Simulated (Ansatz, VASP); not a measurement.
# Be2S3 in VASP and in Ansatz

Contents of INCAR:

```
  PREC = Accurate
  ENCUT = 600
  EDIFF = 1E-6
  ISMEAR = 0
  SIGMA = 0.1
  LREAL = False
  LASPH = True
  NELM = 80
  ALGO = Normal
  ISIF = 3
  LWAVE = False
  LCHARG = False
  GGA = PE
  IBRION = 2
  NSW = 90
  EDIFFG = -0.04
```

The input KPOINTS:

```
regular mesh
0
Gamma
  4 4 6
```

File POSCAR:

```
Be2S3
1.0
    4.7633164494      0.0000000000      0.0000000000
    0.0000000000      4.9205842264      0.0000000000
    0.0000000000      0.0000000000      3.5791811161
Be S
2 3
Direct
    0.0000000000      0.0000000000      0.0000000000
    0.5000000000      0.5000000000      0.6666666667
    0.2649058138      0.0000000000      0.1958908734
    0.7350941862      0.0000000000      0.1958908734
    0.0000000000      0.5000000000      0.7500000000
```

Input for Ansatz:

```yaml
crystal:
  lattice:
    - [4.7633164494, 0.0, 0.0]
    - [0.0, 4.9205842264, 0.0]
    - [0.0, 0.0, 3.5791811161]
  atoms:
    - { symbol: Be, position: [0.0, 0.0, 0.0] }
    - { symbol: Be, position: [0.5, 0.5, 0.6666666667] }
    - { symbol: S, position: [0.2649058138, 0.0, 0.1958908734] }
    - { symbol: S, position: [0.7350941862, 0.0, 0.1958908734] }
    - { symbol: S, position: [0.0, 0.5, 0.75] }
basis:
  ecutwfc: 420
kpoints:
  mp_grid: { grid: [4, 4, 6] }
hamiltonian:
  xc: pbe
scf:
  occupations: { method: gaussian, width: 0.1 }
  lower_state_search: "off"
output:
  forces: true
  stress: true
  eigenvalues: true
relax:
  adjacent_minimum: "off"
  f_tol: 0.04
  max_steps: 70
  cell: { stress_tol: 0.4 }
```

Alike in both runs: task relaxation of cell and atoms; functional PBE; k mesh 4 × 4 × 6; occupations gaussian, width 0.1 eV; no spin polarisation.

```csv
,VASP,Ansatz
version,VASP 6.6.1,Ansatz 0.2.0
potentials or method,"VASP PAW PBE potentials, release 64 (Be, S), cutoff 600 eV","scalar-relativistic, plane waves, PAW"
valence electrons in the cell,22,22
```

|  | VASP | Ansatz | Ansatz less VASP |
| --- | --- | --- | --- |
| gap on the k mesh at the Fermi level, each at its own relaxed structure (eV) | none | none | - |
| relaxed volume (Å³/atom) | 19.74 | 20.24 | +0.497 |
| relaxed length of the cell vector where the two differ most in proportion (Å) | 5.880 | 6.049 | +0.1691 |

A gap of «none» marks a metal or a gap that the smearing closes.

Noted on VASP's run: the volume moved by over 15 % at a fixed basis, so the end points are rough.
